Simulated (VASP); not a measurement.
Crystal: Ni.

```
Ni
1.0
    -1.38372    1.38372    1.38372
     1.38372   -1.38372    1.38372
     1.38372    1.38372   -1.38372
Ni
1
Direct
  0.00000 0.00000 0.00000
```

This isn't the form of Ni at room conditions, which is fcc.

| Property | Result |
| --- | --- |
| Program | VASP 6.6.1 |
| Task | relaxation of volume and atoms at fixed shape |
| Functional | LDA |
| Potentials or basis | VASP PAW LDA potentials, release 64 (Ni) |
| Cutoff | 600 eV |
| k mesh | 17 × 17 × 17 |
| Occupations | fermi-dirac, width 0.1 eV |
| Spin | collinear spin, ferromagnetic start |
| Starting moments | [1.0] μB |

At the start: pressure -11.0 GPa; volume 10.60 Å³/atom.

Task: How do energy, volume and symmetry change on relaxing?

Result: Over 6 steps the energy falls by 19.8 meV/atom and the volume is 10.06 Å³/atom (-5.1 %); space group Im-3m (No. 229, to 0.1 Å) before and after; moment 0.00 μB per cell.

Step by step:
| step | energy change (eV) | largest force (eV/Å) | pressure (GPa) | volume (Å³) |
| --- | --- | --- | --- | --- |
| 1 | 0.0000 | 0.0000 | -10.96 | 10.60 |
| 2 | 0.0046 | 0.0000 | 15.47 | 9.52 |
| 3 | -0.0198 | 0.0000 | -0.13 | 10.06 |
| 4 | -0.0198 | 0.0000 | 0.15 | 10.05 |
| 5 | -0.0198 | 0.0000 | -0.15 | 10.06 |
| 6 | -0.0198 | 0.0000 | 0.00 | 10.06 |

Final structure:
```yaml
crystal:
  lattice:
    - [-1.35981, 1.35981, 1.35981]
    - [1.35981, -1.35981, 1.35981]
    - [1.35981, 1.35981, -1.35981]
  atoms:
    - { symbol: Ni, position: [0.00000, 0.00000, 0.00000] }
```
